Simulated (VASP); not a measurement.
# LiH2 (Fddd) in VASP: further runs

The runs below take LiH2 through relaxation of cell and atoms, single point, with PBE.

Program: VASP 6.6.1. These are calculated values, not measurements. Logs are shortened: lines on timing, memory, paths and dates and some standing lists are left out, and cuts for length are marked.

**1. The cell of the first run**

The structure is orthorhombic, space group Fddd (No. 70). Conventional cell: a = 5.220 Å, b = 6.280 Å, c = 7.940 Å, α = 90.00°, β = 90.00°, γ = 90.00°. Li (site symmetry 222) has 8 H at 2.33 to 2.64 Å and 4 Li at 2.85 Å within 3.1 Å. H (site symmetry -1) has 6 H at 2.04 to 2.53 Å and 4 Li at 2.33 to 2.64 Å within 2.7 Å.

**2. Relaxation of cell and atoms, PBE**

File INCAR:

```
ALGO = Normal
EDIFF = 1E-6
EDIFFG = -0.04
ENCUT = 600
GGA = PE
IBRION = 2
ISIF = 3
ISMEAR = 0
LASPH = T
LCHARG = F
LREAL = F
LWAVE = F
NELM = 60
NSW = 90
PREC = Accurate
SIGMA = 0.1
```

File KPOINTS:

```
k-points
0
Gamma
  6 6 6
```

File POSCAR:

```
LiH2
1.0
    0.0000000000      3.1400919300      3.9700822400
    2.6101118900      0.0000000000      3.9700822400
    2.6101118900      3.1400919300      0.0000000000
Li H
2 4
Direct
    0.5000000000      0.5000000000      0.5000000000
    0.7500000000      0.7500000000      0.7500000000
    0.6250000000      0.1250000000      0.1250000000
    0.1250000000      0.1250000000      0.1250000000
    0.1250000000      0.1250000000      0.6250000000
    0.1250000000      0.6250000000      0.1250000000
```

Potentials or basis: VASP PAW PBE potentials, release 64 (Li_sv, H).

Launch:

```sh
cat potpaw_PBE.64/Li_sv/POTCAR potpaw_PBE.64/H/POTCAR > POTCAR
mpirun -np 1 vasp_std > vasp.out
```

OUTCAR:

```text
EDIFF = 1E-6
   EDIFFG = -0.04
   ENCUT = 600
   GGA = PE
   IBRION = 2
   ISIF = 3
   ISMEAR = 0
   LASPH = T
   LREAL = F
   NELM = 60
   NSW = 90
   PREC = Accurate

 ion  position               nearest neighbor table
   1  0.500  0.500  0.500-
   2  0.750  0.750  0.750-
   3  0.625  0.125  0.125-
   4  0.125  0.125  0.125-
   5  0.125  0.125  0.625-
   6  0.125  0.625  0.125-

  LATTYP: Found a face centered orthorhombic cell.
 ALAT       =     5.2202237800
 B/A-ratio  =     1.2030487819
 C/A-ratio  =     1.5210391000

  Lattice vectors:

 A1 = (   0.0000000000,   3.1400919300,   3.9700822400)
 A2 = (   2.6101118900,   0.0000000000,   3.9700822400)
 A3 = (   2.6101118900,   3.1400919300,   0.0000000000)

Analysis of symmetry for initial positions (statically):
=====================================================================
 Subroutine PRICEL returns:
 Original cell was already a primitive cell.

 Routine SETGRP: Setting up the symmetry group for a
 face centered orthorhombic supercell.

 Subroutine GETGRP returns: Found  8 space group operations
 (whereof  4 operations were pure point group operations)
 out of a pool of  8 trial point group operations.

The static configuration has the point symmetry D_2 .
 The point group associated with its full space group is D_2h.

Analysis of symmetry for dynamics (positions and initial velocities):
=====================================================================
 Subroutine PRICEL returns:
 Original cell was already a primitive cell.

 Routine SETGRP: Setting up the symmetry group for a
 face centered orthorhombic supercell.

 Subroutine GETGRP returns: Found  8 space group operations
 (whereof  4 operations were pure point group operations)
 out of a pool of  8 trial point group operations.

The dynamic configuration has the point symmetry D_2 .
 The point group associated with its full space group is D_2h.

 Subroutine INISYM returns: Found  8 space group operations
 (whereof  4 operations are pure point group operations),
 and found     1 'primitive' translations

----------------------------------------------------------------------------------------

                                     Primitive cell

  volume of cell :      65.0775

  direct lattice vectors                    reciprocal lattice vectors
     0.000000000  3.140091930  3.970082240    -0.191562669  0.159231007  0.125941975
     2.610111890  0.000000000  3.970082240     0.191562669 -0.159231007  0.125941975
     2.610111890  3.140091930  0.000000000     0.191562669  0.159231007 -0.125941975

  length of vectors
     5.061791217  4.751235320  4.083241532     0.279127481  0.279127481  0.279127481

  position of ions in fractional coordinates (direct lattice)
     0.500000000  0.500000000  0.500000000
     0.750000000  0.750000000  0.750000000
     0.625000000  0.125000000  0.125000000
     0.125000000  0.125000000  0.125000000
     0.125000000  0.125000000  0.625000000
     0.125000000  0.625000000  0.125000000

  ion indices of the primitive-cell ions
   primitive index   ion index
                 1           1
                 2           2
                 3           3
                 4           4
                 5           5
                 6           6

----------------------------------------------------------------------------------------

 KPOINTS: k-points

Automatic generation of k-mesh.
 Grid dimensions read from file:
 generate k-points for:    6    6    6

 Generating k-lattice:

  Cartesian coordinates                     Fractional coordinates (reciprocal lattice)
    -0.031927111  0.026538501  0.020990329     0.166666667  0.000000000  0.000000000
     0.031927111 -0.026538501  0.020990329    -0.000000000  0.166666667 -0.000000000
     0.031927111  0.026538501 -0.020990329     0.000000000  0.000000000  0.166666667

  Length of vectors
     0.046521247  0.046521247  0.046521247

  Shift w.r.t. Gamma in fractional coordinates (k-lattice)
     0.000000000  0.000000000  0.000000000

 Subroutine IBZKPT returns following result:
 ===========================================

 Found     46 irreducible k-points:

 Following reciprocal coordinates:
            Coordinates               Weight
  0.000000  0.000000  0.000000      1.000000
  0.166667  0.000000  0.000000      8.000000
  0.333333 -0.000000 -0.000000      8.000000
  0.500000 -0.000000 -0.000000      4.000000
  0.166667  0.166667  0.000000      2.000000
  0.333333  0.166667 -0.000000      8.000000
[... 16 lines left out ...]
 -0.166667  0.166667  0.166667      8.000000
  0.500000  0.333333  0.166667      4.000000
 [... further k-points ...]
   k-points           NKPTS =     46   k-points in BZ     NKDIM =     46   number of bands    NBANDS=      9
   number of dos      NEDOS =    301   number of ions     NIONS =      6
   total plane-waves  NPLWV =  57600
   dimension x,y,z NGX =    40 NGY =   40 NGZ =   36
   dimension x,y,z NGXF=    80 NGYF=   80 NGZF=   72
[... 13 lines left out ...]
   EDIFF  = 0.1E-05   stopping-criterion for ELM
   LREAL  =      F    real-space projection
   EDIFFG = -.4E-01   stopping-criterion for IOM
   NSW    =     90    number of steps for IOM
   IBRION =      2    ionic relax: 0-MD 1-quasi-New 2-CG
   NFREE  =      1    steps in history (QN), initial steepest desc. (CG)
   ISIF   =      3    stress and relaxation
   ISYM   =      2    0-nonsym 1-usesym 2-fastsym
   POTIM  = 0.5000    time-step for ionic-motion
   TEBEG  =    0.0;   TEEND  =   0.0 temperature during run
   PSTRESS=    0.0 pullay stress
   NELECT =      10.0000    total number of electrons
   NUPDOWN=      -1.0000    fix difference up-down
   EMIN   =  10.00;   EMAX   =-10.00  energy-range for DOS
   EFERMI =   0.00;   METHOD = LEGACY
   ISMEAR =     0;   SIGMA  =   0.10  broadening in eV -4-tet -1-fermi 0-gaus
   EFERMI_NEDOS =   21; number of points for ismear=-14 and -15
   IALGO  =     38    algorithm
   IMIX   =      4    mixing-type and parameters
     AMIX     =   0.40;   BMIX     =  1.00
     AMIX_MAG =   1.60;   BMIX_MAG =  1.00
  volume/ion in A,a.u.               =      10.85        73.19
  Fermi-wavevector in a.u.,A,eV,Ry     =   0.876862  1.657029 10.461338  0.768887
  Thomas-Fermi vector in A             =   1.996731
   LORBIT       =      0    0 simple, 1 ext, 2 COOP (PROOUT), +10 PAW based schemes
   GGA     = PE    functional components
   LHFCALC =     F    Hartree Fock is set to
   AEXX    =    0.0000 exact exchange contribution
   IVDW    =     0    specifies the selected vdW correction
   LEPSILON=     F    determine dielectric tensor
   LRPA    =     F    only Hartree local field effects (RPA)
 conjugate gradient relaxation of ions
 non-spin polarized calculation
 Gauss-broadening in eV      SIGMA  =   0.10
  energy-cutoff  :      600.00
  volume of cell :       65.08
 maximum number of plane-waves:      2190
   NGX = 21   NGY = 19   NGZ = 17

--------------------------------------- Ionic step        1  -------------------------------------------

 number of electron      10.0000001 magnetization

 Free energy of the ion-electron system (eV)
  ---------------------------------------------------
  ext. energy  EPLUGINS =         0.00000000
  ---------------------------------------------------
  free energy    TOTEN  =       -13.41445192 eV

  energy without entropy =      -13.41106939  energy(sigma->0) =      -13.41276065

------------------------ aborting loop because EDIFF is reached ----------------------------------------

  FORCE on cell =-STRESS in cart. coord.  units (eV):
  Direction    XX          YY          ZZ          XY          YZ          ZX
  --------------------------------------------------------------------------------------
  -------------------------------------------------------------------------------------
  Total       -5.6858553     -6.1738885      1.1358681      0.0000000      0.0000000      0.0000000
  in kB     -139.9830335   -151.9981762     27.9645296      0.0000000      0.0000000      0.0000000
  external PRESSURE =     -88.0055600 kB  Pullay stress =       0.0000000 kB
[... 984 lines left out ...]
 k-point    24 :       0.5000    0.3333    0.1667
  band No.  band energies     occupation
      1     -39.9394      2.00000
      2     -39.8448      2.00000
      3      -6.1688      2.00000
      4      -5.4126      2.00000
      5      10.3531      0.00000
      6      14.4733      0.00000
      7      15.3443      0.00000
      8      15.7609      0.00000
      9      20.4714      0.00000

 [... further k-points ...]

[... ionic steps 4 to 9 ...]

--------------------------------------- Ionic step       10  -------------------------------------------

 number of electron       9.9999997 magnetization

------------------------ aborting loop because EDIFF is reached ----------------------------------------

  FORCE on cell =-STRESS in cart. coord.  units (eV):
  Direction    XX          YY          ZZ          XY          YZ          ZX
  --------------------------------------------------------------------------------------
  -------------------------------------------------------------------------------------
  Total        0.8137094      0.9461418      0.3376431      0.0000000      0.0000000      0.0000000
  in kB       34.1496641     39.7075701     14.1701689      0.0000000      0.0000000      0.0000000
  external PRESSURE =      29.3424677 kB  Pullay stress =       0.0000000 kB
[... 65 lines left out ...]
  energy  without entropy=      -16.1720803627  energy(sigma->0) =      -16.17208036

--------------------------------------- Ionic step       12  -------------------------------------------

 number of electron       9.9999994 magnetization

 Free energy of the ion-electron system (eV)
  ---------------------------------------------------
  ext. energy  EPLUGINS =         0.00000000
  ---------------------------------------------------
  free energy    TOTEN  =       -16.17427214 eV

  energy without entropy =      -16.17427214  energy(sigma->0) =      -16.17427214

 E-fermi :   2.4452     XC(G=0):  -8.6754

 val. band max:        1.9972156762   @ k =   0.3333   0.0000   0.3333
 cond. band min:       2.9004491160   @ k =   0.5000  -0.0000  -0.0000
 fundamental gap:      0.9032334398
 Fermi energy:         2.4451897294

 k-point     1 :       0.0000    0.0000    0.0000
  band No.  band energies     occupation
      1     -44.6688      2.00000
      2     -44.6340      2.00000
      3      -7.4359      2.00000
      4      -4.9490      2.00000
      5       3.8766      0.00000
      6       6.8856      0.00000
      7       7.1549      0.00000
      8      10.3832      0.00000
      9      11.2700      0.00000
[... 309 lines left out ...]
  FREE ENERGIE OF THE ION-ELECTRON SYSTEM (eV)
  ---------------------------------------------------
  free  energy   TOTEN  =       -16.1742721434 eV

  energy  without entropy=      -16.1742721434  energy(sigma->0) =      -16.17427214

 reached required accuracy - stopping structural energy minimisation
```

Wall time 5.2 min (1 thread of Oxide Virtual Turin-like, shared host); peak memory 0.2 GiB.

Results:

```
Free energy                            : -16.1743 eV
Relaxed volume                         : 6.77 Å³/atom
Relaxed cell                           : a = 5.261 Å, b = 5.156 Å, c = 2.927 Å, α = 75.67°, β = 71.72°, γ = 32.62°
Space group after relaxing (to 0.05 Å) : Fddd (No. 70)
Energy gained by relaxing              : 460.0 meV/atom
Ionic steps                            : 12
Pressure after relaxing                : 0.0 GPa
Band gap on the k mesh                 : zero (band 5 reaches 6.73 eV, above the bottom of band 6 at -0.89 eV)
```

Step by step:
```
step  energy change (eV)  largest force (eV/Å)  pressure (GPa)  volume (Å³)
   1              0.0000                0.0000           -8.80        65.08
   2             -0.5802                0.0000           -8.58        59.56
   3             -2.1189                0.0000           -3.99        44.17
   4              1.7010                0.0000          101.18        19.41
   5             -2.4730                0.0000            1.57        38.32
   6             -2.5207                0.0000            7.07        34.89
   7             -2.5242                0.0000            6.07        35.42
   8             -2.6709                0.0000            4.48        36.67
   9             -2.7357                0.0000            2.86        38.26
  10             -2.7361                0.0000            2.93        38.18
  11             -2.7576                0.0000            0.87        39.81
  12             -2.7598                0.0000           -0.03        40.61
```

Final structure:
```yaml
crystal:
  lattice:
    - [0.00000, 2.19769, 4.77989]
    - [1.93291, 0.00000, 4.77989]
    - [1.93291, 2.19769, 0.00000]
  atoms:
    - { symbol: Li, position: [0.50000, 0.50000, 0.50000] }
    - { symbol: Li, position: [0.75000, 0.75000, 0.75000] }
    - { symbol: H, position: [0.62500, 0.12500, 0.12500] }
    - { symbol: H, position: [0.12500, 0.12500, 0.12500] }
    - { symbol: H, position: [0.12500, 0.12500, 0.62500] }
    - { symbol: H, position: [0.12500, 0.62500, 0.12500] }
```

Levels at points of the mesh, in eV from the Fermi level:
| k point | band 1 | band 2 | band 3 | band 4 | band 5 | band 6 | band 7 | band 8 | band 9 |
| --- | --- | --- | --- | --- | --- | --- | --- | --- | --- |
| (0.00, 0.00, 0.00) | -47.11 | -47.08 | -9.88 | -7.39 | 1.43 | 4.44 | 4.71 | 7.94 | 8.82 |
| (0.50, 0.00, 0.00) | -47.09 | -47.08 | -7.88 | -4.95 | -4.14 | 0.46 | 4.28 | 5.81 | 7.52 |
| (0.50, 0.50, 0.00) | -47.10 | -47.10 | -8.89 | -8.89 | 4.28 | 4.28 | 5.76 | 5.76 | 9.08 |
| (0.50, 0.00, 0.50) | -47.08 | -47.08 | -4.35 | -4.35 | -2.52 | -2.52 | 3.67 | 3.67 | 3.86 |
| (0.00, 0.50, 0.50) | -47.08 | -47.08 | -3.83 | -3.83 | -3.33 | -3.33 | 3.72 | 3.72 | 4.55 |

Caveat: the cutoff is under 1.25 times the usual one of these potentials, so pressure, stress and relaxed cells hold a basis-set (Pulay) error; the volume moved by over 15 % at a fixed basis, so the end points are rough.

**3. Single point, PBE**

This run uses another cell than the first one, of 6.81 Å³/atom, 0.628 times its volume.

File INCAR:

```
PREC = Accurate
ENCUT = 520
EDIFF = 1E-7
ISMEAR = 0
SIGMA = 0.1
LREAL = False
LASPH = True
NELM = 100
ALGO = Normal
ISIF = 2
LWAVE = False
LCHARG = False
GGA = PE
NBANDS = 14
```

File KPOINTS:

```
Automatic mesh
0
Gamma
  14 14 14
```

Changes to POSCAR since step 2:

```diff
@@ -2,5 +2,5 @@
 1.0
-    0.0000000000      3.1400919300      3.9700822400
-    2.6101118900      0.0000000000      3.9700822400
-    2.6101118900      3.1400919300      0.0000000000
+    0.0000000000      2.7010598840      5.1284242747
+    1.4750442476      0.0000000000      5.1284242747
+    1.4750442476      2.7010598840      0.0000000000
 Li H
```

Potentials or basis: VASP PAW PBE potentials, release 64 (Li_sv, H).

Launch:

```sh
cat potpaw_PBE.64/Li_sv/POTCAR potpaw_PBE.64/H/POTCAR > POTCAR
mpirun -np 1 vasp_std > vasp.out
```

Run time: 8.4 min. Hardware: 1 thread of Oxide Virtual Turin-like, shared host; peak memory 0.3 GiB.

It converged, with:

```yaml
Free_energy: -16.1517 eV
Band_gap_on_the_k_mesh: zero (band 5 reaches 6.75 eV, above the bottom of band 6 at -1.80 eV)
```

Levels at points of the mesh, in eV from the Fermi level:
| k point | band 3 | band 4 | band 5 | band 6 | band 7 | band 8 |
| --- | --- | --- | --- | --- | --- | --- |
| (0.00, 0.00, 0.00) | -9.75 | -7.93 | 0.82 | 4.30 | 5.10 | 11.22 |
| (0.50, 0.00, 0.00) | -7.12 | -4.45 | -3.84 | 1.27 | 3.29 | 4.03 |
| (0.50, 0.50, 0.00) | -9.00 | -9.00 | 4.37 | 4.37 | 4.69 | 4.69 |
| (0.50, 0.00, 0.50) | -5.57 | -5.57 | -3.37 | -3.37 | 4.16 | 4.16 |
| (0.00, 0.50, 0.50) | -5.14 | -5.14 | -4.18 | -4.18 | 6.32 | 6.32 |

Caveat: the cutoff is under 1.25 times the usual one of these potentials, so pressure, stress and relaxed cells hold a basis-set (Pulay) error.

**4. Relaxation of cell and atoms, PBE**

This run uses another cell than the first one, of 6.84 Å³/atom, 0.631 times its volume.

File INCAR:

```
ALGO = Normal
EDIFF = 1E-6
EDIFFG = -0.01
ENCUT = 600
GGA = PE
IBRION = 2
ISIF = 3
ISMEAR = 0
LASPH = T
LCHARG = F
LREAL = F
LWAVE = F
NELM = 80
NSW = 100
PREC = Accurate
SIGMA = 0.1
```

File KPOINTS:

```
k-points
0
Gamma
  14 14 14
```

Changes to POSCAR since step 3:

```diff
@@ -2,5 +2,5 @@
 1.0
-    0.0000000000      2.7010598840      5.1284242747
-    1.4750442476      0.0000000000      5.1284242747
-    1.4750442476      2.7010598840      0.0000000000
+    0.0000000000      2.6428174698      5.0744529743
+    1.5303666527      0.0000000000      5.0744529743
+    1.5303666527      2.6428174698      0.0000000000
 Li H
```

Launch:

```sh
cat potpaw_PBE.64/Li_sv/POTCAR potpaw_PBE.64/H/POTCAR > POTCAR
mpirun -np 1 vasp_std > vasp.out
```

Wall time 20 min (1 thread of Oxide Virtual Turin-like, shared host); peak memory 0.31 GiB.

The run converged. Its results:

| Item | Value |
| --- | --- |
| Free energy | -16.1520 eV |
| Relaxed volume | 6.77 Å³/atom |
| Relaxed cell | a = 5.792 Å, b = 5.331 Å, c = 3.073 Å, α = 82.43°, β = 65.83°, γ = 31.73° |
| Space group after relaxing (to 0.05 Å) | Fddd (No. 70) |
| Energy gained by relaxing | 1.3 meV/atom |
| Ionic steps | 7 |
| Pressure after relaxing | 0.0 GPa |
| Band gap on the k mesh | zero (band 5 reaches 6.77 eV, above the bottom of band 6 at -1.79 eV) |

Step by step:
```tsv
step	energy change (eV)	largest force (eV/Å)	pressure (GPa)	volume (Å³)
1	0.0000	0.0000	-0.30	41.05
2	-0.0010	0.0000	-0.24	40.97
3	-0.0036	0.0000	-0.03	40.74
4	-0.0061	0.0000	0.40	40.27
5	-0.0062	0.0000	0.51	40.16
6	-0.0077	0.0000	0.25	40.40
7	-0.0081	0.0000	0.00	40.64
```

Final structure:
```
CELL_PARAMETERS angstrom
0.00000 2.69949 5.12462
1.46894 0.00000 5.12462
1.46894 2.69949 0.00000
ATOMIC_POSITIONS crystal
Li 0.50000 0.50000 0.50000
Li 0.75000 0.75000 0.75000
H 0.62500 0.12500 0.12500
H 0.12500 0.12500 0.12500
H 0.12500 0.12500 0.62500
H 0.12500 0.62500 0.12500
```

Levels at points of the mesh, in eV from the Fermi level:
| k point | band 1 | band 2 | band 3 | band 4 | band 5 | band 6 | band 7 | band 8 | band 9 |
| --- | --- | --- | --- | --- | --- | --- | --- | --- | --- |
| (0.00, 0.00, 0.00) | -46.98 | -46.96 | -9.78 | -7.97 | 0.81 | 4.31 | 5.13 | 11.22 | 11.95 |
| (0.50, 0.00, 0.00) | -46.95 | -46.95 | -7.13 | -4.46 | -3.85 | 1.28 | 3.30 | 4.04 | 6.46 |
| (0.50, 0.50, 0.00) | -46.97 | -46.97 | -9.03 | -9.03 | 4.36 | 4.36 | 4.71 | 4.71 | 11.35 |
| (0.50, 0.00, 0.50) | -46.95 | -46.95 | -5.60 | -5.60 | -3.40 | -3.40 | 4.16 | 4.16 | 7.65 |
| (0.00, 0.50, 0.50) | -46.95 | -46.95 | -5.17 | -5.17 | -4.20 | -4.20 | 6.32 | 6.32 | 7.89 |

Caveat: the cutoff is under 1.25 times the usual one of these potentials, so pressure, stress and relaxed cells hold a basis-set (Pulay) error.

**5. The runs side by side**

| task | cell | k mesh | cutoff (eV) | gap on the mesh (eV) | pressure (GPa) | relaxed volume (Å³/atom) |
| --- | --- | --- | --- | --- | --- | --- |
| relaxation of cell and atoms | relaxed from a = 5.062, b = 4.751, c = 4.083 Å, angles 69.4, 61.5, 49.1°, 6 atoms | 6 × 6 × 6 | 600 | none | 0.0 | 6.77 |
| single point | a = 5.796, b = 5.336, c = 3.078 Å, angles 82.4, 65.9, 31.8°, 6 atoms | 14 × 14 × 14 | 520 | none | - | - |
| relaxation of cell and atoms | relaxed from a = 5.721, b = 5.300, c = 3.054 Å, angles 81.7, 66.4, 31.9°, 6 atoms | 14 × 14 × 14 | 600 | none | 0.0 | 6.77 |

Alike in all rows: level PBE; potentials or basis VASP PAW PBE potentials, release 64 (Li_sv, H); no spin polarisation; smearing gaussian 0.1 eV.

Caveats: the cutoff is under 1.25 times the usual one of these potentials, so pressure, stress and relaxed cells hold a basis-set (Pulay) error; the volume moved by over 15 % at a fixed basis, so the end points are rough (some runs).

Total energies depend on the potentials used, so only differences within one code and one set of settings carry meaning.
